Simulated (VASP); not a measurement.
# TePb (F-43m) in VASP: single point with PBE-based screened hybrid

Aim: the single point of TePb with PBE-based screened hybrid.

Everything below comes from runs of VASP 6.6.1. Logs are shortened: lines on timing, memory, paths and dates and some standing lists are left out, and cuts for length are marked.

## 1. The cell of the first run

Symmetry: F-43m, No. 216, cubic system. The conventional cell has a = 7.283 Å, b = 7.283 Å, c = 7.283 Å, α = 90.00°, β = 90.00°, γ = 90.00°. Pb (site symmetry -43m) has 4 Te at 3.15 Å within 4.1 Å. Te (site symmetry -43m) has 4 Pb at 3.15 Å within 4.1 Å.

## 2. Single point, PBE-based screened hybrid

The input, POSCAR:

```
TePb
1.0
    0.0000000000      3.6414940629      3.6414940629
    3.6414940629      0.0000000000      3.6414940629
    3.6414940629      3.6414940629      0.0000000000
Pb Te
1 1
Direct
    0.0000000000      0.0000000000      0.0000000000
    0.2500000000      0.2500000000      0.2500000000
```

The input, INCAR.step1:

```
SYSTEM = TePb
PREC = Accurate
ENCUT = 520
EDIFF = 1E-5
ISMEAR = 0
SIGMA = 0.01
LREAL = .FALSE.
LASPH = .TRUE.
NELM = 80
ALGO = Normal
ISIF = 2
LWAVE = .TRUE.
NBANDS = 17
GGA = PE
```

The input, INCAR.step2:

```
SYSTEM = TePb
PREC = Accurate
ENCUT = 520
EDIFF = 1E-6
ISMEAR = 0
SIGMA = 0.01
LREAL = .FALSE.
LASPH = .TRUE.
NELM = 80
ALGO = Normal
ISIF = 2
LWAVE = .FALSE.
LCHARG = .TRUE.
GGA = PE
LHFCALC = .TRUE.
AEXX = 0.3
HFSCREEN = 0.2078
PRECFOCK = Normal
LELF = .TRUE.
LVHAR = .TRUE.
NBANDS = 17
ISTART = 1
```

The input, KPOINTS:

```
Automatic mesh
0
G
  4 4 4
  0 0 0
```

Potentials or basis: VASP PAW PBE potentials, release 64 (Pb_d, Te).

The run is started by

```bash
cat potpaw_PBE.64/Pb_d/POTCAR potpaw_PBE.64/Te/POTCAR > POTCAR
cp INCAR.step1 INCAR
mpirun -np 1 vasp_std > vasp.out
cp INCAR.step2 INCAR
mpirun -np 1 vasp_std > vasp.out
```

OUTCAR:

```text
SYSTEM = TePb
   PREC = Accurate
   ENCUT = 520
   EDIFF = 1E-6
   ISMEAR = 0
   LREAL = .FALSE.
   LASPH = .TRUE.
   NELM = 80
   ISIF = 2
   GGA = PE
   LHFCALC = .TRUE.
   AEXX = 0.3
   HFSCREEN = 0.2078
   PRECFOCK = Normal
   ISTART = 1

 ion  position               nearest neighbor table
   1  0.000  0.000  0.000-   2 3.15   2 3.15   2 3.15   2 3.15
   2  0.250  0.250  0.250-   1 3.15   1 3.15   1 3.15   1 3.15

  LATTYP: Found a face centered cubic cell.
 ALAT       =     7.2829881258

  Lattice vectors:

 A1 = (   0.0000000000,   3.6414940629,   3.6414940629)
 A2 = (   3.6414940629,   0.0000000000,   3.6414940629)
 A3 = (   3.6414940629,   3.6414940629,   0.0000000000)

Analysis of symmetry for initial positions (statically):
=====================================================================
 Subroutine PRICEL returns:
 Original cell was already a primitive cell.

 Routine SETGRP: Setting up the symmetry group for a
 face centered cubic supercell.

 Subroutine GETGRP returns: Found 24 space group operations
 (whereof 24 operations were pure point group operations)
 out of a pool of 48 trial point group operations.

The static configuration has the point symmetry T_d .

Analysis of symmetry for dynamics (positions and initial velocities):
=====================================================================
 Subroutine PRICEL returns:
 Original cell was already a primitive cell.

 Routine SETGRP: Setting up the symmetry group for a
 face centered cubic supercell.

 Subroutine GETGRP returns: Found 24 space group operations
 (whereof 24 operations were pure point group operations)
 out of a pool of 48 trial point group operations.

The dynamic configuration has the point symmetry T_d .

 Subroutine INISYM returns: Found 24 space group operations
 (whereof 24 operations are pure point group operations),
 and found     1 'primitive' translations

----------------------------------------------------------------------------------------

                                     Primitive cell

  volume of cell :      96.5759

  direct lattice vectors                    reciprocal lattice vectors
     0.000000000  3.641494063  3.641494063    -0.137306279  0.137306279  0.137306279
     3.641494063  0.000000000  3.641494063     0.137306279 -0.137306279  0.137306279
     3.641494063  3.641494063  0.000000000     0.137306279  0.137306279 -0.137306279

  length of vectors
     5.149850291  5.149850291  5.149850291     0.237821452  0.237821452  0.237821452

  position of ions in fractional coordinates (direct lattice)
     0.000000000  0.000000000  0.000000000
     0.250000000  0.250000000  0.250000000

  ion indices of the primitive-cell ions
   primitive index   ion index
                 1           1
                 2           2

----------------------------------------------------------------------------------------

 KPOINTS: Automatic mesh

Automatic generation of k-mesh.
 Grid dimensions read from file:
 generate k-points for:    4    4    4

 Generating k-lattice:

  Cartesian coordinates                     Fractional coordinates (reciprocal lattice)
    -0.034326570  0.034326570  0.034326570     0.250000000  0.000000000  0.000000000
     0.034326570 -0.034326570  0.034326570     0.000000000  0.250000000  0.000000000
     0.034326570  0.034326570 -0.034326570     0.000000000  0.000000000  0.250000000

  Length of vectors
     0.059455363  0.059455363  0.059455363

  Shift w.r.t. Gamma in fractional coordinates (k-lattice)
     0.000000000  0.000000000  0.000000000

 Subroutine IBZKPT returns following result:
 ===========================================

 Found      8 irreducible k-points:

 Following reciprocal coordinates:
            Coordinates               Weight
  0.000000  0.000000  0.000000      1.000000
  0.250000  0.000000  0.000000      8.000000
  0.500000  0.000000  0.000000      4.000000
  0.250000  0.250000  0.000000      6.000000
  0.500000  0.250000  0.000000     24.000000
 -0.250000  0.250000  0.000000     12.000000
  0.500000  0.500000  0.000000      3.000000
 -0.250000  0.500000  0.250000      6.000000
   k-points           NKPTS =      8   k-points in BZ     NKDIM =     64   number of bands    NBANDS=     17
   number of dos      NEDOS =    301   number of ions     NIONS =      2
   total plane-waves  NPLWV =  64000
   dimension x,y,z NGX =    40 NGY =   40 NGZ =   40
   dimension x,y,z NGXF=    80 NGYF=   80 NGZF=   80
   ions per type =               1   1
   NGX,Y,Z   is equivalent  to a cutoff of  12.91, 12.91, 12.91 a.u.
   NGXF,Y,Z  is equivalent  to a cutoff of  25.83, 25.83, 25.83 a.u.
 SYSTEM =  TePb
   PREC   = accura    normal or accurate (medium, high low for compatibility)
   ISTART =      1    job   : 0-new  1-cont  2-samecut
   ICHARG =      0    charge: 1-file 2-atom 10-const
   ISPIN  =      1    spin polarized calculation?
   LNONCOLLINEAR =      F non collinear calculations
   LSORBIT =      F    spin-orbit coupling
   LASPH  =      T    aspherical Exc in radial PAW
   ENCUT  =  520.0 eV  38.22 Ry    6.18 a.u.   9.58  9.58  9.58*2*pi/ulx,y,z
   NELM   =     80;   NELMIN=  2; NELMDL=  0     # of ELM steps
   EDIFF  = 0.1E-05   stopping-criterion for ELM
   LREAL  =      F    real-space projection
   EDIFFG = 0.1E-04   stopping-criterion for IOM
   NSW    =      0    number of steps for IOM
   IBRION =     -1    ionic relax: 0-MD 1-quasi-New 2-CG
   NFREE  =      0    steps in history (QN), initial steepest desc. (CG)
   ISIF   =      2    stress and relaxation
   ISYM   =      3    0-nonsym 1-usesym 2-fastsym
   POTIM  = 0.5000    time-step for ionic-motion
   TEBEG  =    0.0;   TEEND  =   0.0 temperature during run
   PSTRESS=    0.0 pullay stress
   NELECT =      20.0000    total number of electrons
   NUPDOWN=      -1.0000    fix difference up-down
   EMIN   =  10.00;   EMAX   =-10.00  energy-range for DOS
   EFERMI =   0.00;   METHOD = LEGACY
   ISMEAR =     0;   SIGMA  =   0.01  broadening in eV -4-tet -1-fermi 0-gaus
   EFERMI_NEDOS =   21; number of points for ismear=-14 and -15
   IALGO  =     38    algorithm
   IMIX   =      1    mixing-type and parameters
     AMIX     =   0.40;   BMIX     =  1.00
     AMIX_MAG =   1.60;   BMIX_MAG =  1.00
  volume/ion in A,a.u.               =      48.29       325.86
  Fermi-wavevector in a.u.,A,eV,Ry     =   0.968565  1.830322 12.763860  0.938117
  Thomas-Fermi vector in A             =   2.098544
   LORBIT       =      0    0 simple, 1 ext, 2 COOP (PROOUT), +10 PAW based schemes
   GGA     = PE    functional components
   LHFCALC =     T    Hartree Fock is set to
   PRECFOCK=normal    Normal, Fast or Accurate (Low or Medium for compatibility)
   ENCUT4O =  -1.0   cutoff for four orbital integrals eV
   NKREDX  =     1    reduce k-point grid by
   NKREDY  =     1    reduce k-point grid by
   NKREDZ  =     1    reduce k-point grid by
   AEXX    =    0.3000 exact exchange contribution
   HFSCREEN=    0.2078 screening length (either q_TF or 0.3 A-1)
   HFSCREENC=   0.2078 screening length for correlation (either q_TF or 0.3 A-1)
   ENCUTFOCK=  -1.0 apply spherical cutoff to Coloumb kernel
   IVDW    =     0    specifies the selected vdW correction
   LEPSILON=     F    determine dielectric tensor
   LRPA    =     F    only Hartree local field effects (RPA)
 non-spin polarized calculation
 Gauss-broadening in eV      SIGMA  =   0.01
  energy-cutoff  :      520.00
  volume of cell :       96.58
 maximum number of plane-waves:      2637
 NGX is ok and might be reduce to    40
  NGX = 30; NGY = 30; NGZ = 30

 number of electron      20.0000000 magnetization

 Free energy of the ion-electron system (eV)
  ---------------------------------------------------
  ext. energy  EPLUGINS =         0.00000000
  ---------------------------------------------------
  free energy    TOTEN  =        -8.84709978 eV

  energy without entropy =       -8.84709978  energy(sigma->0) =       -8.84709978

 E-fermi :   2.5318     XC(G=0):  -6.0471

 val. band max:        2.4594594122   @ k =  -0.2500   0.5000   0.2500
 cond. band min:       3.5021622002   @ k =   0.5000   0.5000   0.0000
 fundamental gap:      1.0427027880
 Fermi energy:         2.5318029383

 k-point     1 :       0.0000    0.0000    0.0000
  band No.  band energies     occupation
      1     -16.6741      2.00000
      2     -16.6741      2.00000
      3     -16.6741      2.00000
      4     -16.6445      2.00000
      5     -16.6445      2.00000
      6     -10.2996      2.00000
      7      -4.2465      2.00000
      8       0.7163      2.00000
      9       0.7163      2.00000
     10       0.7163      2.00000
     11       4.5327      0.00000
     12       4.5327      0.00000
     13       4.5327      0.00000
     14       7.1195      0.00000
     15      10.3168      0.00000
     16      10.3168      0.00000
     17      11.1869      0.00000

 k-point     2 :       0.2500    0.0000    0.0000
  band No.  band energies     occupation
      1     -16.6782      2.00000
      2     -16.6713      2.00000
      3     -16.6713      2.00000
      4     -16.6444      2.00000
      5     -16.6444      2.00000
      6      -9.9590      2.00000
      7      -5.2202      2.00000
      8       0.3803      2.00000
      9       0.3803      2.00000
     10       0.6201      2.00000
     11       5.0699      0.00000
     12       5.0699      0.00000
     13       5.1451      0.00000
     14       8.6671      0.00000
     15       9.6032      0.00000
     16       9.6032      0.00000
     17      10.6681      0.00000

 k-point     3 :       0.5000    0.0000    0.0000
  band No.  band energies     occupation
      1     -16.6823      2.00000
      2     -16.6688      2.00000
      3     -16.6688      2.00000
      4     -16.6440      2.00000
      5     -16.6440      2.00000
      6      -9.4936      2.00000
      7      -6.1930      2.00000
      8       0.1111      2.00000
      9       0.1111      2.00000
     10       0.3551      2.00000
     11       5.4035      0.00000
     12       5.4035      0.00000
     13       6.9035      0.00000
     14       8.8813      0.00000
     15      10.0376      0.00000
     16      10.6325      0.00000
     17      10.6325      0.00000

 k-point     4 :       0.2500    0.2500    0.0000
  band No.  band energies     occupation
      1     -16.6830      2.00000
      2     -16.6682      2.00000
      3     -16.6682      2.00000
      4     -16.6462      2.00000
      5     -16.6431      2.00000
      6      -9.8320      2.00000
      7      -5.4808      2.00000
      8      -0.0795      2.00000
      9      -0.0795      2.00000
     10       1.5463      2.00000
     11       3.7554      0.00000
     12       6.0062      0.00000
     13       6.0062      0.00000
     14       8.1202      0.00000
     15       9.5737      0.00000
     16      10.8810      0.00000
     17      12.4974      0.00000

 k-point     5 :       0.5000    0.2500    0.0000
  band No.  band energies     occupation
      1     -16.6865      2.00000
      2     -16.6659      2.00000
      3     -16.6654      2.00000
      4     -16.6462      2.00000
      5     -16.6430      2.00000
      6      -9.3198      2.00000
      7      -6.4227      2.00000
      8      -0.8462      2.00000
      9      -0.3011      2.00000
     10       1.8368      2.00000
     11       4.5256      0.00000
     12       6.4600      0.00000
     13       6.4817      0.00000
     14       8.9040      0.00000
     15      10.2040      0.00000
     16      10.9180      0.00000
     17      11.5338      0.00000

 k-point     6 :      -0.2500    0.2500    0.0000
  band No.  band energies     occupation
      1     -16.6832      2.00000
      2     -16.6681      2.00000
      3     -16.6675      2.00000
      4     -16.6446      2.00000
      5     -16.6443      2.00000
      6      -9.5109      2.00000
      7      -6.1077      2.00000
      8      -0.8450      2.00000
      9       0.0924      2.00000
     10       1.5921      2.00000
     11       5.2353      0.00000
     12       5.6656      0.00000
     13       5.9246      0.00000
     14       9.2311      0.00000
     15       9.3611      0.00000
     16      10.5023      0.00000
     17      11.5519      0.00000

 k-point     7 :       0.5000    0.5000    0.0000
  band No.  band energies     occupation
      1     -16.6916      2.00000
      2     -16.6624      2.00000
      3     -16.6623      2.00000
      4     -16.6483      2.00000
      5     -16.6417      2.00000
      6      -9.0953      2.00000
      7      -6.7596      2.00000
      8      -0.6342      2.00000
      9      -0.6342      2.00000
     10       1.7905      2.00000
     11       3.5022      0.00000
     12       7.7132      0.00000
     13       7.7132      0.00000
     14       8.8131      0.00000
     15      10.1953      0.00000
     16      11.9765      0.00000
     17      12.0043      0.00000

 k-point     8 :      -0.2500    0.5000    0.2500
  band No.  band energies     occupation
      1     -16.6879      2.00000
      2     -16.6662      2.00000
      3     -16.6627      2.00000
      4     -16.6463      2.00000
      5     -16.6433      2.00000
      6      -9.0903      2.00000
      7      -6.7486      2.00000
      8      -0.9181      2.00000
      9      -0.8114      2.00000
     10       2.4595      2.00000
     11       4.9098      0.00000
     12       5.7341      0.00000
     13       6.8325      0.00000
     14       8.9792      0.00000
     15      10.1911      0.00000
     16      11.5325      0.00000
     17      11.6881      0.00000

------------------------ aborting loop because EDIFF is reached ----------------------------------------

  FORCE on cell =-STRESS in cart. coord.  units (eV):
  Direction    XX          YY          ZZ          XY          YZ          ZX
  --------------------------------------------------------------------------------------
  -------------------------------------------------------------------------------------
  Total       -0.1502967     -0.1502967     -0.1502967      0.0000000      0.0000000      0.0000000
  in kB       -2.4933951     -2.4933951     -2.4933951      0.0000000      0.0000000      0.0000000
  external PRESSURE =      -2.4933951 kB  Pullay stress =       0.0000000 kB

 VOLUME and BASIS-vectors are now :
 -----------------------------------------------------------------------------
  energy-cutoff  :      520.00
  volume of cell :       96.58
      direct lattice vectors                 reciprocal lattice vectors
     0.000000000  3.641494063  3.641494063    -0.137306279  0.137306279  0.137306279
     3.641494063  0.000000000  3.641494063     0.137306279 -0.137306279  0.137306279
     3.641494063  3.641494063  0.000000000     0.137306279  0.137306279 -0.137306279

 POSITION                                       TOTAL-FORCE (eV/Angst)
 -----------------------------------------------------------------------------------
      0.00000      0.00000      0.00000         0.000000     -0.000000     -0.000000
      1.82075      1.82075      1.82075        -0.000000      0.000000      0.000000
 -----------------------------------------------------------------------------------
    total drift:                               -0.000009      0.000028      0.000030

  FREE ENERGIE OF THE ION-ELECTRON SYSTEM (eV)
  ---------------------------------------------------
  free  energy   TOTEN  =        -8.8470997757 eV

  energy  without entropy=       -8.8470997757  energy(sigma->0) =       -8.84709978
```

Wall time 14 min (1 thread of Intel Xeon Platinum 8488C (Sapphire Rapids), shared host); peak memory 0.35 GiB.

What came out:

```
Free energy            : -8.8471 eV
Pressure               : -0.2 GPa
Band gap on the k mesh : 1.04 eV, indirect (least direct gap 1.71 eV)
```

Caveat: the PAW data sets were made with another functional, which shifts forces and pressure a little; spin-orbit coupling is left out, which moves the levels of the heavy elements. A k mesh can miss the band edges.
